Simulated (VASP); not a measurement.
# B17HN18 (a cell with a defect) in VASP: a series of runs, part 2 of 2

VASP 6.6.1. Earlier steps stand in the parts before.

## (4) Single point, HSE06

POSCAR reads:

```
B17HN18
1.0
    7.4650312844      0.0000000000      0.0000000000
   -3.7325156422      6.4649067324      0.0000000000
    0.0000000000      0.0000000000      6.4954828762
B N H
17 18 1
Direct
    0.1139811285      0.2233211501      0.2501857268
    0.2181363630      0.1100974507      0.7358731916
    0.1138431416      0.5565452786      0.2524353756
    0.2225196083      0.4434092789      0.7595590585
    0.1137772819      0.8899428391      0.2491392467
    0.2184481918      0.7782767543      0.7545128099
    0.4473379842      0.2235177671      0.2489220258
    0.5510009204      0.1111877117      0.7436092069
    0.4474354112      0.5564680186      0.2517998834
    0.4472677491      0.8899333826      0.2511256778
    0.5577330923      0.7833583850      0.7641286719
    0.7804680958      0.2233458778      0.2501731506
    0.8874088054      0.1174491707      0.7540888566
    0.7802222413      0.5565163164      0.2512416601
    0.8800419007      0.4446219080      0.7538465006
    0.7804636417      0.8898114797      0.2511693497
    0.8852203661      0.7834076142      0.7520254132
    0.1094358300      0.2234511980      0.7491128431
    0.2245368193      0.1125250501      0.2473602803
    0.1086539574      0.5569271811      0.7591608464
    0.2246005025      0.4457765837      0.2534356855
    0.1077555903      0.8889339595      0.7479438917
    0.2246204400      0.7791934278      0.2512671478
    0.4338016653      0.2095875243      0.7157149113
    0.5580134092      0.1124829509      0.2478298244
    0.4400032751      0.5691261463      0.7817078427
    0.5579690520      0.4457633937      0.2517083039
    0.4405380725      0.8890998232      0.7569782232
    0.5580144203      0.7792383725      0.2539819822
    0.7734746717      0.2243984281      0.7518908118
    0.8912830722      0.1125509500      0.2507430247
    0.7877439706      0.5699017823      0.7386883805
    0.8912948883      0.4458689677      0.2509077325
    0.7783190075      0.8972185677      0.7597219090
    0.8912869214      0.7792733959      0.2496801646
    0.5146466980      0.3661190382      0.6933114711
```

INCAR.step1 reads:

```
  PREC = Accurate
  ENCUT = 520
  EDIFF = 1E-5
  ISMEAR = -1
  SIGMA = 0.01
  LREAL = Auto
  LASPH = T
  NELM = 120
  ALGO = Normal
  ISIF = 2
  LWAVE = T
  LCHARG = F
  NBANDS = 95
  GGA = PE
  GGA_COMPAT = F
  ISYM = -1
```

INCAR.step2 reads:

```
  PREC = Accurate
  ENCUT = 520
  EDIFF = 1E-6
  ISMEAR = -1
  SIGMA = 0.01
  LREAL = Auto
  LASPH = T
  NELM = 120
  ALGO = Normal
  ISIF = 2
  LWAVE = F
  LCHARG = F
  GGA = PE
  LHFCALC = T
  HFSCREEN = 0.2079
  PRECFOCK = Fast
  NBANDS = 95
  ISTART = 1
  GGA_COMPAT = F
  ISYM = -1
```

KPOINTS reads:

```
explicit points
1
Reciprocal
  0.25000000   0.25000000   0.25000000 1
```

Started as:

```
$ cat potpaw_PBE.64/B/POTCAR potpaw_PBE.64/N/POTCAR potpaw_PBE.64/H/POTCAR > POTCAR
$ cp INCAR.step1 INCAR
$ mpirun -np 1 vasp_std > vasp.out
$ cp INCAR.step2 INCAR
$ mpirun -np 1 vasp_std > vasp.out
```

Run time: 5.3 min. Hardware: 1 thread of Intel Xeon Platinum 8488C (Sapphire Rapids), shared host; peak memory 0.55 GiB.

Results (log left out):

```
Free energy            : -356.6200 eV
Pressure               : 3.9 GPa
Largest force          : 0.468 eV/Å
Band gap on the k mesh : 1.28 eV
```

Forces in eV/Å, atoms in the order of the input:
```
B    0.021 -0.028  0.012
B    0.128  0.039  0.051
B    0.007  0.001 -0.022
B   -0.149 -0.433 -0.098
B    0.015  0.017 -0.006
B   -0.016  0.153 -0.009
B    0.012 -0.005  0.025
B   -0.173  0.023 -0.093
B    0.038 -0.020  0.007
B    0.006  0.028 -0.007
B    0.004  0.339 -0.012
B   -0.004 -0.029 -0.011
B    0.026  0.049  0.005
B   -0.014 -0.018  0.012
B    0.077 -0.322  0.046
B    0.012  0.008  0.001
B    0.026  0.237  0.004
N   -0.015  0.120 -0.027
N   -0.024  0.002  0.000
N    0.042  0.087 -0.006
N   -0.018  0.022 -0.010
N   -0.033 -0.110  0.003
N   -0.011 -0.009  0.009
N    0.054  0.067 -0.019
N   -0.004 -0.003  0.011
N    0.102  0.241  0.006
N   -0.020  0.018 -0.019
N    0.091 -0.141  0.028
N   -0.010 -0.002 -0.014
N    0.027  0.082  0.020
N   -0.011  0.004  0.003
N   -0.146  0.183  0.051
N   -0.008  0.016  0.005
N   -0.009 -0.174 -0.051
N   -0.016 -0.001  0.007
H   -0.007 -0.443  0.100
```

Stress tensor (GPa, compression positive):
```
-0.13  0.77 -0.02
 0.77  9.53  0.06
-0.02  0.06  2.26
```

Levels at points of the mesh, in eV from the valence-band top:
| k point | band 67 | band 68 | band 69 | band 70 | band 71 | band 72 | band 73 | band 74 | band 75 | band 76 |
| --- | --- | --- | --- | --- | --- | --- | --- | --- | --- | --- |
| (0.25, 0.25, 0.25) | -0.66 | -0.49 | -0.36 | -0.26 | 0.00 | 1.28 | 6.25 | 6.35 | 6.63 | 7.17 |

Caveat: the PAW data sets were made with another functional, which shifts forces and pressure a little.

## (5) Single point, HSE06

POSCAR reads:

```
B17HN18
1.0
    7.4650312844      0.0000000000      0.0000000000
   -3.7325156422      6.4649067324      0.0000000000
    0.0000000000      0.0000000000      6.4954828762
B N H
17 18 1
Direct
    0.1171141531      0.2186812041      0.2419150539
    0.2214163359      0.1205426214      0.7593141784
    0.1164212942      0.5482003692      0.2433136992
    0.2193942973      0.4576314925      0.8077944226
    0.1160982231      0.8831784675      0.2391074279
    0.2169306353      0.7844829391      0.7450142901
    0.4516510341      0.2202815300      0.2322788917
    0.5500220310      0.1142454663      0.7372831337
    0.4473645871      0.5524061002      0.1431805342
    0.4513071277      0.8829357630      0.2440628544
    0.5452903095      0.7808346140      0.8073373089
    0.7827823415      0.2168407060      0.2543291723
    0.8842742428      0.1167465882      0.7693675253
    0.7793965499      0.5479624254      0.2318009574
    0.8836070362      0.4550854189      0.7351126470
    0.7809164270      0.8822647962      0.2418302424
    0.8793763743      0.7761078892      0.7560362957
    0.1089369047      0.2316264084      0.7845820732
    0.2271695253      0.1058930195      0.2363784965
    0.1096590745      0.5619297311      0.7453486120
    0.2254827913      0.4380559012      0.2303163624
    0.1068816463      0.8963769452      0.7479742242
    0.2271985125      0.7723696756      0.2402519939
    0.4378051441      0.2203680743      0.7370245303
    0.5602960411      0.1066139193      0.2525379241
    0.4237153092      0.5767365702      0.8972661761
    0.5609576545      0.4383400605      0.2052167295
    0.4401040278      0.8906942999      0.7448328573
    0.5614494146      0.7739873711      0.2308794057
    0.7743037445      0.2275586458      0.7452632928
    0.8936033730      0.1057321781      0.2570464833
    0.7764576030      0.5631018402      0.7301450321
    0.8929131787      0.4390765865      0.2513351417
    0.7706930983      0.8928473228      0.7851208121
    0.8938144701      0.7723757325      0.2354963495
    0.5481044824      0.3866535728      0.7398200194
```

INCAR.step1 reads:

```
PREC = Accurate ; ENCUT = 520
EDIFF = 1E-5 ; ISMEAR = -1
SIGMA = 0.01 ; LREAL = Auto
LASPH = T ; NELM = 120
ALGO = Normal ; ISIF = 2
LWAVE = T ; NBANDS = 95
GGA = PE ; NELECT = 144.0
GGA_COMPAT = F ; ISYM = -1
```

INCAR.step2 reads:

```
PREC = Accurate ; ENCUT = 520
EDIFF = 1E-6 ; ISMEAR = -1
SIGMA = 0.01 ; LREAL = Auto
LASPH = T ; NELM = 120
ALGO = Normal ; ISIF = 2
LWAVE = F ; LCHARG = T
GGA = PE ; LHFCALC = T
HFSCREEN = 0.2079 ; PRECFOCK = Fast
LELF = T ; LVHAR = T
NBANDS = 95 ; ISTART = 1
NELECT = 144.0 ; GGA_COMPAT = F
ISYM = -1
```

KPOINTS is that of step 4.

Potentials or basis: VASP PAW PBE potentials, release 64 (B, N, H).

Started as:

```
$ cat potpaw_PBE.64/B/POTCAR potpaw_PBE.64/N/POTCAR potpaw_PBE.64/H/POTCAR > POTCAR
$ cp INCAR.step1 INCAR
$ mpirun -np 1 vasp_std > vasp.out
$ cp INCAR.step2 INCAR
$ mpirun -np 1 vasp_std > vasp.out
```

OUTCAR:

```text
PREC = Accurate
   ENCUT = 520
   EDIFF = 1E-6
   ISMEAR = -1
   LREAL = Auto
   LASPH = T
   NELM = 120
   ISIF = 2
   GGA = PE
   LHFCALC = T
   HFSCREEN = 0.2079
   PRECFOCK = Fast
   ISTART = 1
   NELECT = 144.0
   ISYM = -1

 ion  position               nearest neighbor table
   1  0.117  0.219  0.242-  21 1.42  19 1.44  31 1.45
   2  0.221  0.121  0.759-  24 1.41  22 1.45  18 1.45
   3  0.116  0.548  0.243-  21 1.42  33 1.45  23 1.45
   4  0.219  0.458  0.808-  20 1.44  26 1.45  18 1.47
   5  0.116  0.883  0.239-  23 1.43  35 1.44  19 1.44
   6  0.217  0.784  0.745-  22 1.43  20 1.44  28 1.44
   7  0.452  0.220  0.232-  27 1.42  25 1.44  19 1.45
   8  0.550  0.114  0.737-  24 1.41  28 1.45  30 1.45
   9  0.447  0.552  0.143-  27 1.53  29 1.54  21 1.54  26 1.63
  10  0.451  0.883  0.244-  29 1.42  25 1.45  23 1.45
  11  0.545  0.781  0.807-  28 1.45  26 1.45  34 1.46
  12  0.783  0.217  0.254-  31 1.43  33 1.44  25 1.44
  13  0.884  0.117  0.769-  30 1.44  34 1.45  18 1.46
  14  0.779  0.548  0.232-  27 1.42  33 1.44  35 1.45
  15  0.884  0.455  0.735-  32 1.39  20 1.46  30 1.47
[... 207 lines left out ...]

 k-point     1 :       0.2500    0.2500    0.2500
  band No.  band energies     occupation
      1     -17.8674      2.00000
      2     -17.3755      2.00000
      3     -17.2221      2.00000
      4     -17.1562      2.00000
      5     -16.7622      2.00000
      6     -16.1765      2.00000
[... 76 lines left out ...]
     83       9.9293      0.00000
     84      10.1694      0.00000
 [bands above 84 left out]

------------------------ aborting loop because EDIFF is reached ----------------------------------------

  FORCE on cell =-STRESS in cart. coord.  units (eV):
  Direction    XX          YY          ZZ          XY          YZ          ZX
  --------------------------------------------------------------------------------------
  -------------------------------------------------------------------------------------
  Total       16.8276838     15.4736475     17.1654238     -0.3129489      0.0748389     -0.4368746
  in kB       86.0061657     79.0856963     87.7323525     -1.5994794      0.3825012     -2.2328630
  external PRESSURE =      84.2747382 kB  Pullay stress =       0.0000000 kB

 VOLUME and BASIS-vectors are now :
 -----------------------------------------------------------------------------
  energy-cutoff  :      520.00
  volume of cell :      313.48
      direct lattice vectors                 reciprocal lattice vectors
     7.465031284  0.000000000  0.000000000     0.133957911  0.077340636  0.000000000
    -3.732515642  6.464906732  0.000000000     0.000000000  0.154681273  0.000000000
     0.000000000  0.000000000  6.495482876     0.000000000  0.000000000  0.153953142

 POSITION                                       TOTAL-FORCE (eV/Angst)
 -----------------------------------------------------------------------------------
      0.05803      1.41375      1.57136        -0.000568      0.039823     -0.021546
      1.20295      0.77930      4.93211         0.025605      0.003176     -0.009523
     -1.17708      3.54406      1.58044         0.026210     -0.031709     -0.010241
     -0.07033      2.95854      5.24701        -0.000591      0.032876      0.048256
     -2.42980      5.70967      1.55312        -0.001957     -0.005220     -0.010321
     -1.30870      5.07161      4.83923         0.005079     -0.014403      0.028289
[... 28 lines left out ...]
      3.78945      4.99334      1.52966        -0.001488      0.027928      0.000475
      2.64843      2.49968      4.80549        -0.051879     -0.306565      0.011439
 -----------------------------------------------------------------------------------
    total drift:                                0.003196     -0.000576      0.008063

  FREE ENERGIE OF THE ION-ELECTRON SYSTEM (eV)
  ---------------------------------------------------
  free  energy   TOTEN  =      -351.0078768320 eV

  energy  without entropy=     -351.0078768320  energy(sigma->0) =     -351.00787683
```

It took 3.6 min on 1 thread of Intel Xeon Platinum 8488C (Sapphire Rapids), shared host; peak memory 0.55 GiB.

What came out:

```
Free energy   : -351.0079 eV
Largest force : 0.311 eV/Å
```

Forces on the atoms (eV/Å):
```
B   -0.001  0.040 -0.022
B    0.026  0.003 -0.010
B    0.026 -0.032 -0.010
B   -0.001  0.033  0.048
B   -0.002 -0.005 -0.010
B    0.005 -0.014  0.028
B    0.005  0.053 -0.016
B   -0.055  0.005  0.039
B   -0.029  0.017 -0.032
B    0.042 -0.014 -0.012
B   -0.010 -0.023  0.042
B    0.002  0.005 -0.012
B   -0.012 -0.003  0.009
B   -0.035 -0.028 -0.012
B   -0.063  0.071  0.037
B   -0.026 -0.026 -0.020
B    0.013 -0.070 -0.008
N    0.005 -0.037 -0.019
N   -0.014 -0.013 -0.002
N   -0.021  0.003  0.064
N   -0.090 -0.049 -0.045
N    0.031  0.004  0.014
N   -0.014  0.011  0.006
N    0.084  0.072  0.034
N    0.006 -0.003 -0.027
N   -0.124  0.066 -0.075
N    0.055 -0.041  0.021
N   -0.018  0.044  0.066
N   -0.010  0.102 -0.046
N    0.018 -0.032  0.003
N   -0.011  0.013 -0.043
N    0.241  0.102  0.042
N    0.007 -0.005 -0.024
N    0.021  0.028 -0.022
N   -0.001  0.028  0.000
H   -0.052 -0.307  0.011
```

Caveat: the cell carries a net charge on a neutralising background, which shifts energy and pressure; the cell is charged against a uniform background, so pressure and absolute levels hang on convention; the PAW data sets were made with another functional, which shifts forces and pressure a little.

## (6) Single point, HSE06

POSCAR reads:

```
B17HN18
1.0
    7.4650312844      0.0000000000      0.0000000000
   -3.7325156422      6.4649067324      0.0000000000
    0.0000000000      0.0000000000      6.4954828762
B N H
17 18 1
Direct
    0.1139811671      0.2233212368      0.2501859363
    0.2181363283      0.1100973822      0.7358733544
    0.1138431900      0.5565453877      0.2524351455
    0.2225195391      0.4434091818      0.7595591706
    0.1137773493      0.8899429576      0.2491390673
    0.2184481740      0.7782766673      0.7545129476
    0.4473380276      0.2235178966      0.2489220191
    0.5510008691      0.1111876287      0.7436093916
    0.4474354516      0.5564681101      0.2517997991
    0.4472677875      0.8899334828      0.2511256234
    0.5577330552      0.7833582592      0.7641285443
    0.7804681448      0.2233459939      0.2501728724
    0.8874087389      0.1174490701      0.7540890379
    0.7802223214      0.5565164288      0.2512417171
    0.8800418864      0.4446217856      0.7538463605
    0.7804636885      0.8898115574      0.2511694251
    0.8852203123      0.7834075010      0.7520254934
    0.1094357225      0.2234510272      0.7491130123
    0.2245368582      0.1125251546      0.2473601849
    0.1086538865      0.5569270445      0.7591610320
    0.2246005330      0.4457766858      0.2534356264
    0.1077555415      0.8889338731      0.7479440170
    0.2246205050      0.7791935598      0.2512672270
    0.4338016263      0.2095874866      0.7157149945
    0.5580134783      0.1124830418      0.2478298787
    0.4400032817      0.5691259952      0.7817073487
    0.5579690900      0.4457635092      0.2517078608
    0.4405379948      0.8890997662      0.7569783987
    0.5580144345      0.7792384552      0.2539820896
    0.7734746106      0.2243983182      0.7518909780
    0.8912830710      0.1125510173      0.2507433717
    0.7877439517      0.5699016399      0.7386883659
    0.8912949517      0.4458690840      0.2509076044
    0.7783189702      0.8972184591      0.7597221245
    0.8912869982      0.7792734910      0.2496800276
    0.5146466501      0.3661189883      0.6933110340
```

INCAR.step1 reads:

```
  PREC = Accurate
  ENCUT = 520
  EDIFF = 1E-5
  ISMEAR = -1
  SIGMA = 0.01
  LREAL = Auto
  LASPH = T
  NELM = 120
  ALGO = Normal
  ISIF = 2
  LWAVE = T
  LCHARG = F
  NBANDS = 95
  GGA = PE
  GGA_COMPAT = F
  ISYM = -1
```

INCAR.step2 reads:

```
  PREC = Accurate
  ENCUT = 520
  EDIFF = 1E-6
  ISMEAR = -1
  SIGMA = 0.01
  LREAL = Auto
  LASPH = T
  NELM = 120
  ALGO = Normal
  ISIF = 2
  LWAVE = F
  LCHARG = F
  GGA = PE
  LHFCALC = T
  HFSCREEN = 0.2079
  PRECFOCK = Fast
  NBANDS = 95
  ISTART = 1
  GGA_COMPAT = F
  ISYM = -1
```

KPOINTS is that of step 5.

Potentials or basis: VASP PAW PBE potentials, release 64 (B, N, H).

Started as:

```
$ cat potpaw_PBE.64/B/POTCAR potpaw_PBE.64/N/POTCAR potpaw_PBE.64/H/POTCAR > POTCAR
$ cp INCAR.step1 INCAR
$ mpirun -np 1 vasp_std > vasp.out
$ cp INCAR.step2 INCAR
$ mpirun -np 1 vasp_std > vasp.out
```

It took 5.2 min on 1 thread of Intel Xeon Platinum 8488C (Sapphire Rapids), shared host; peak memory 0.54 GiB.

Results (log left out):

```yaml
Free_energy: -356.6200 eV
Pressure: 3.9 GPa
Largest_force: 0.468 eV/Å
Band_gap_on_the_k_mesh: 1.28 eV
```

Forces in eV/Å, atoms in the order of the input:
```
B    0.021 -0.028  0.012
B    0.128  0.039  0.051
B    0.007  0.001 -0.022
B   -0.149 -0.433 -0.098
B    0.015  0.017 -0.006
B   -0.016  0.153 -0.009
B    0.012 -0.005  0.025
B   -0.173  0.023 -0.093
B    0.038 -0.020  0.007
B    0.006  0.028 -0.007
B    0.004  0.339 -0.012
B   -0.004 -0.029 -0.011
B    0.026  0.049  0.005
B   -0.014 -0.018  0.012
B    0.077 -0.322  0.046
B    0.012  0.008  0.001
B    0.026  0.237  0.004
N   -0.015  0.120 -0.027
N   -0.024  0.002  0.000
N    0.042  0.087 -0.006
N   -0.018  0.022 -0.010
N   -0.033 -0.110  0.003
N   -0.011 -0.009  0.009
N    0.054  0.067 -0.019
N   -0.004 -0.003  0.011
N    0.101  0.241  0.006
N   -0.020  0.018 -0.019
N    0.092 -0.141  0.028
N   -0.010 -0.002 -0.014
N    0.027  0.082  0.020
N   -0.011  0.004  0.003
N   -0.146  0.183  0.051
N   -0.008  0.016  0.005
N   -0.009 -0.174 -0.051
N   -0.016 -0.001  0.007
H   -0.007 -0.443  0.100
```

Stress tensor (GPa, compression positive):
```
-0.13  0.77 -0.02
 0.77  9.53  0.06
-0.02  0.06  2.26
```

Levels at points of the mesh, in eV from the valence-band top:
```csv
k point,band 68,band 69,band 70,band 71,band 72,band 73,band 74,band 75
"(0.25, 0.25, 0.25)",-0.49,-0.36,-0.26,0.00,1.28,6.25,6.35,6.63
```

Caveat: the PAW data sets were made with another functional, which shifts forces and pressure a little.
